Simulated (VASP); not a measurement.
# TiSi2 (Fddd) in VASP: single point with PBEsol

Aim: the single point of TiSi2 with PBEsol.

Program: VASP 6.6.1. These are calculated values, not measurements. Logs are shortened: lines on timing, memory, paths and dates and some standing lists are left out, and cuts for length are marked.

## (1) The cell of the first run

Symmetry: Fddd, No. 70, orthorhombic system. The conventional cell has a = 4.762 Å, b = 8.182 Å, c = 8.496 Å, α = 90.00°, β = 90.00°, γ = 90.00°. Within 3.3 Å of Ti (site symmetry 222) lie 10 Si at 2.53 to 2.75 Å and 4 Ti at 3.18 Å. Si (site symmetry 2) has 9 Si at 2.52 to 3.18 Å and 5 Ti at 2.53 to 2.75 Å within 3.3 Å.

## (2) Single point, PBEsol

INCAR reads:

```
PREC     = Accurate       # precision mode
ENCUT    = 520            # plane-wave cutoff, eV
EDIFF    = 1E-6           # SCF threshold, eV
ISMEAR   = 0              # smearing method
SIGMA    = 0.1            # smearing width, eV
LREAL    = F              # projectors in reciprocal space
LASPH    = T              # aspherical terms in the spheres
NELM     = 80             # most SCF steps
ALGO     = Normal         # electronic algorithm
ISIF     = 2              # what is computed and relaxed
LWAVE    = F              # write WAVECAR
LCHARG   = F              # write CHGCAR
GGA      = PS             # functional
NBANDS   = 29             # bands
```

KPOINTS reads:

```
Automatic mesh
0
Gamma
  10 10 10
```

POSCAR reads:

```
TiSi2
1.0
    0.0000000000      4.0909640082      4.2477529431
    2.3809343164      0.0000000000      4.2477529431
    2.3809343164      4.0909640082      0.0000000000
Ti Si
2 4
Direct
    0.5000000000      0.5000000000      0.5000000000
    0.7500000000      0.7500000000      0.7500000000
    0.8361621032      0.1638378968      0.8361621032
    0.1638378968      0.8361621032      0.1638378968
    0.0861621032      0.4138378968      0.0861621032
    0.4138378968      0.0861621032      0.4138378968
```

Potentials or basis: VASP PAW PBE potentials, release 64 (Ti_sv, Si).

Command:

```
cat potpaw_PBE.64/Ti_sv/POTCAR potpaw_PBE.64/Si/POTCAR > POTCAR
mpirun -np 1 vasp_std > vasp.out
```

OUTCAR:

```text
PREC = Accurate
   ENCUT = 520
   EDIFF = 1E-6
   ISMEAR = 0
   LREAL = F
   LASPH = T
   NELM = 80
   ISIF = 2
   GGA = PS

 ion  position               nearest neighbor table
   1  0.500  0.500  0.500-   5 2.53   6 2.53   5 2.53   6 2.53   4 2.73   4 2.73   3 2.73   3 2.73
                             4 2.75   3 2.75
   2  0.750  0.750  0.750-   3 2.53   4 2.53   3 2.53   4 2.53   5 2.73   6 2.73   5 2.73   6 2.73
                             6 2.75   5 2.75
   3  0.836  0.164  0.836-   6 2.52   6 2.52   2 2.53   2 2.53   4 2.68   1 2.73   1 2.73   1 2.75
                             4 2.77   4 2.77
   4  0.164  0.836  0.164-   5 2.52   5 2.52   2 2.53   2 2.53   3 2.68   1 2.73   1 2.73   1 2.75
                             3 2.77   3 2.77
   5  0.086  0.414  0.086-   4 2.52   4 2.52   1 2.53   1 2.53   6 2.68   2 2.73   2 2.73   2 2.75
                             6 2.77   6 2.77
   6  0.414  0.086  0.414-   3 2.52   3 2.52   1 2.53   1 2.53   5 2.68   2 2.73   2 2.73   2 2.75
                             5 2.77   5 2.77

  LATTYP: Found a face centered orthorhombic cell.
 ALAT       =     4.7618686328
 B/A-ratio  =     1.7182179198
 C/A-ratio  =     1.7840697720

  Lattice vectors:

 A1 = (   0.0000000000,   4.0909640082,   4.2477529431)
 A2 = (   2.3809343164,   0.0000000000,   4.2477529431)
 A3 = (   2.3809343164,   4.0909640082,   0.0000000000)

Analysis of symmetry for initial positions (statically):
=====================================================================
 Subroutine PRICEL returns:
 Original cell was already a primitive cell.

 Routine SETGRP: Setting up the symmetry group for a
 face centered orthorhombic supercell.

 Subroutine GETGRP returns: Found  8 space group operations
 (whereof  4 operations were pure point group operations)
 out of a pool of  8 trial point group operations.

The static configuration has the point symmetry D_2 .
 The point group associated with its full space group is D_2h.

Analysis of symmetry for dynamics (positions and initial velocities):
=====================================================================
 Subroutine PRICEL returns:
 Original cell was already a primitive cell.

 Routine SETGRP: Setting up the symmetry group for a
 face centered orthorhombic supercell.

 Subroutine GETGRP returns: Found  8 space group operations
 (whereof  4 operations were pure point group operations)
 out of a pool of  8 trial point group operations.

The dynamic configuration has the point symmetry D_2 .
 The point group associated with its full space group is D_2h.

 Subroutine INISYM returns: Found  8 space group operations
 (whereof  4 operations are pure point group operations),
 and found     1 'primitive' translations

----------------------------------------------------------------------------------------

                                     Primitive cell

  volume of cell :      82.7489

  direct lattice vectors                    reciprocal lattice vectors
     0.000000000  4.090964008  4.247752943    -0.210001593  0.122220582  0.117709294
     2.380934316  0.000000000  4.247752943     0.210001593 -0.122220582  0.117709294
     2.380934316  4.090964008  0.000000000     0.210001593  0.122220582 -0.117709294

  length of vectors
     5.897405496  4.869522901  4.733374561     0.269988921  0.269988921  0.269988921

  position of ions in fractional coordinates (direct lattice)
     0.500000000  0.500000000  0.500000000
     0.750000000  0.750000000  0.750000000
     0.836162103  0.163837897  0.836162103
     0.163837897  0.836162103  0.163837897
     0.086162103  0.413837897  0.086162103
     0.413837897  0.086162103  0.413837897

  ion indices of the primitive-cell ions
   primitive index   ion index
                 1           1
                 2           2
                 3           3
                 4           4
                 5           5
                 6           6

----------------------------------------------------------------------------------------

 KPOINTS: Automatic mesh

Automatic generation of k-mesh.
 Grid dimensions read from file:
 generate k-points for:   10   10   10

 Generating k-lattice:

  Cartesian coordinates                     Fractional coordinates (reciprocal lattice)
    -0.021000159  0.012222058  0.011770929     0.100000000 -0.000000000 -0.000000000
     0.021000159 -0.012222058  0.011770929     0.000000000  0.100000000  0.000000000
     0.021000159  0.012222058 -0.011770929     0.000000000  0.000000000  0.100000000

  Length of vectors
     0.026998892  0.026998892  0.026998892

  Shift w.r.t. Gamma in fractional coordinates (k-lattice)
     0.000000000  0.000000000  0.000000000

 Subroutine IBZKPT returns following result:
 ===========================================

 Found    171 irreducible k-points:

 Following reciprocal coordinates:
            Coordinates               Weight
  0.000000  0.000000  0.000000      1.000000
  0.100000  0.000000 -0.000000      8.000000
  0.200000  0.000000 -0.000000      8.000000
  0.300000  0.000000 -0.000000      8.000000
  0.400000 -0.000000 -0.000000      8.000000
  0.500000 -0.000000 -0.000000      4.000000
[... 16 lines left out ...]
  0.300000  0.300000  0.000000      2.000000
  0.400000  0.300000  0.000000      8.000000
 [... further k-points ...]
   k-points           NKPTS =    171   k-points in BZ     NKDIM =    171   number of bands    NBANDS=     29
   number of dos      NEDOS =    301   number of ions     NIONS =      6
   total plane-waves  NPLWV =  62208
   dimension x,y,z NGX =    48 NGY =   36 NGZ =   36
   dimension x,y,z NGXF=    96 NGYF=   72 NGZF=   72
   ions per type =               2   4
   NGX,Y,Z   is equivalent  to a cutoff of  13.53, 12.29, 12.64 a.u.
   NGXF,Y,Z  is equivalent  to a cutoff of  27.06, 24.58, 25.29 a.u.
 SYSTEM =  unknown system
   PREC   = accura    normal or accurate (medium, high low for compatibility)
   ISTART =      0    job   : 0-new  1-cont  2-samecut
   ICHARG =      2    charge: 1-file 2-atom 10-const
   ISPIN  =      1    spin polarized calculation?
   LNONCOLLINEAR =      F non collinear calculations
   LSORBIT =      F    spin-orbit coupling
   LASPH  =      T    aspherical Exc in radial PAW
   ENCUT  =  520.0 eV  38.22 Ry    6.18 a.u.  10.97  9.05  8.80*2*pi/ulx,y,z
   NELM   =     80;   NELMIN=  2; NELMDL= -5     # of ELM steps
   EDIFF  = 0.1E-05   stopping-criterion for ELM
   LREAL  =      F    real-space projection
[... 7 lines left out ...]
   TEBEG  =    0.0;   TEEND  =   0.0 temperature during run
   PSTRESS=    0.0 pullay stress
   NELECT =      40.0000    total number of electrons
   NUPDOWN=      -1.0000    fix difference up-down
   EMIN   =  10.00;   EMAX   =-10.00  energy-range for DOS
   EFERMI =   0.00;   METHOD = LEGACY
   ISMEAR =     0;   SIGMA  =   0.10  broadening in eV -4-tet -1-fermi 0-gaus
   EFERMI_NEDOS =   21; number of points for ismear=-14 and -15
   IALGO  =     38    algorithm
   IMIX   =      4    mixing-type and parameters
     AMIX     =   0.40;   BMIX     =  1.00
     AMIX_MAG =   1.60;   BMIX_MAG =  1.00
  volume/ion in A,a.u.               =      13.79        93.07
  Fermi-wavevector in a.u.,A,eV,Ry     =   1.284815  2.427949 22.459824  1.650751
  Thomas-Fermi vector in A             =   2.416987
   LORBIT       =      0    0 simple, 1 ext, 2 COOP (PROOUT), +10 PAW based schemes
   GGA     = PS    functional components
   LHFCALC =     F    Hartree Fock is set to
   AEXX    =    0.0000 exact exchange contribution
   IVDW    =     0    specifies the selected vdW correction
   LEPSILON=     F    determine dielectric tensor
   LRPA    =     F    only Hartree local field effects (RPA)
 non-spin polarized calculation
 Gauss-broadening in eV      SIGMA  =   0.10
  energy-cutoff  :      520.00
  volume of cell :       82.75
 maximum number of plane-waves:      2264
 NGX is ok and might be reduce to    48
   NGX = 21   NGY = 19   NGZ = 17

 number of electron      40.0000004 magnetization

 Free energy of the ion-electron system (eV)
  ---------------------------------------------------
  ext. energy  EPLUGINS =         0.00000000
  ---------------------------------------------------
  free energy    TOTEN  =       -43.68582006 eV

  energy without entropy =      -43.67506555  energy(sigma->0) =      -43.68044281

 E-fermi :  10.2652     XC(G=0): -11.8843

 val. band max:       10.2629342012   @ k =  -0.4000   0.4000   0.2000
 cond. band min:      10.2684647994   @ k =   0.0000   0.2000   0.2000
 fundamental gap:      0.0055305981
 Fermi energy:        10.2652027974

 k-point     1 :       0.0000    0.0000    0.0000
  band No.  band energies     occupation
      1     -45.7000      2.00000
      2     -45.6686      2.00000
      3     -22.2006      2.00000
      4     -22.1808      2.00000
      5     -22.1017      2.00000
      6     -22.0858      2.00000
[... 21 lines left out ...]
     28      14.1019      0.00000
     29      14.1821      0.00000

 k-point     2 :       0.1000    0.0000   -0.0000
  band No.  band energies     occupation
      1     -45.6994      2.00000
      2     -45.6692      2.00000
      3     -22.2001      2.00000
      4     -22.1805      2.00000
      5     -22.1044      2.00000
      6     -22.0858      2.00000
[... 21 lines left out ...]
     28      14.0053      0.00000
     29      14.1674      0.00000

 k-point     3 :       0.2000    0.0000   -0.0000
  band No.  band energies     occupation
      1     -45.6977      2.00000
      2     -45.6707      2.00000
      3     -22.1998      2.00000
      4     -22.1786      2.00000
      5     -22.1124      2.00000
      6     -22.0854      2.00000
[... 21 lines left out ...]
     28      14.3312      0.00000
     29      14.4747      0.00000

 k-point     4 :       0.3000    0.0000   -0.0000
  band No.  band energies     occupation
      1     -45.6953      2.00000
      2     -45.6730      2.00000
      3     -22.2011      2.00000
      4     -22.1738      2.00000
      5     -22.1242      2.00000
      6     -22.0833      2.00000
[... 597 lines left out ...]
     28      14.4864      0.00000
     29      14.6383      0.00000

 k-point    23 :       0.3000    0.3000    0.0000
  band No.  band energies     occupation
      1     -45.6934      2.00000
      2     -45.6750      2.00000
      3     -22.1758      2.00000
      4     -22.1723      2.00000
      5     -22.1302      2.00000
      6     -22.0958      2.00000
[... 21 lines left out ...]
     28      14.3173      0.00000
     29      14.5139      0.00000

 k-point    24 :       0.4000    0.3000    0.0000
  band No.  band energies     occupation
      1     -45.6911      2.00000
      2     -45.6772      2.00000
      3     -22.1779      2.00000
      4     -22.1596      2.00000
      5     -22.1400      2.00000
      6     -22.1028      2.00000
[... 21 lines left out ...]
     28      14.3954      0.00000
     29      14.5119      0.00000

 [... further k-points ...]
[... 5 lines left out ...]
  --------------------------------------------------------------------------------------
  -------------------------------------------------------------------------------------
  Total        0.0797702      0.0717651      0.1247075      0.0000000      0.0000000      0.0000000
  in kB        1.5445042      1.3895089      2.4145767      0.0000000      0.0000000      0.0000000
  external PRESSURE =       1.7828633 kB  Pullay stress =       0.0000000 kB

 VOLUME and BASIS-vectors are now :
 -----------------------------------------------------------------------------
  energy-cutoff  :      520.00
  volume of cell :       82.75
      direct lattice vectors                 reciprocal lattice vectors
     0.000000000  4.090964008  4.247752943    -0.210001593  0.122220582  0.117709294
     2.380934316  0.000000000  4.247752943     0.210001593 -0.122220582  0.117709294
     2.380934316  4.090964008  0.000000000     0.210001593  0.122220582 -0.117709294

 POSITION                                       TOTAL-FORCE (eV/Angst)
 -----------------------------------------------------------------------------------
      2.38093      4.09096      4.24775         0.000000     -0.000000     -0.000000
      3.57140      6.13645      6.37163        -0.000000     -0.000000      0.000000
      2.38093      6.84142      4.24775        -0.000000     -0.000776     -0.000000
      2.38093      1.34051      4.24775        -0.000000      0.000776     -0.000000
      1.19047      0.70497      2.12388         0.000000     -0.000776      0.000000
      1.19047      3.38599      2.12388         0.000000      0.000776      0.000000
 -----------------------------------------------------------------------------------
    total drift:                               -0.000000     -0.000000      0.000000

  FREE ENERGIE OF THE ION-ELECTRON SYSTEM (eV)
  ---------------------------------------------------
  free  energy   TOTEN  =       -43.6858200618 eV

  energy  without entropy=      -43.6750655523  energy(sigma->0) =      -43.68044281
```

It took 21 min on 1 thread of AMD EPYC 7R43 (Zen 3), shared host; peak memory 0.43 GiB.

What came out:

* Free energy: -43.6858 eV
* Pressure: 0.2 GPa
* Band gap on the k mesh: zero (bands 20 and 21 overlap by 1.88 eV)

Caveat: the PAW data sets were made with another functional, which shifts forces and pressure a little.
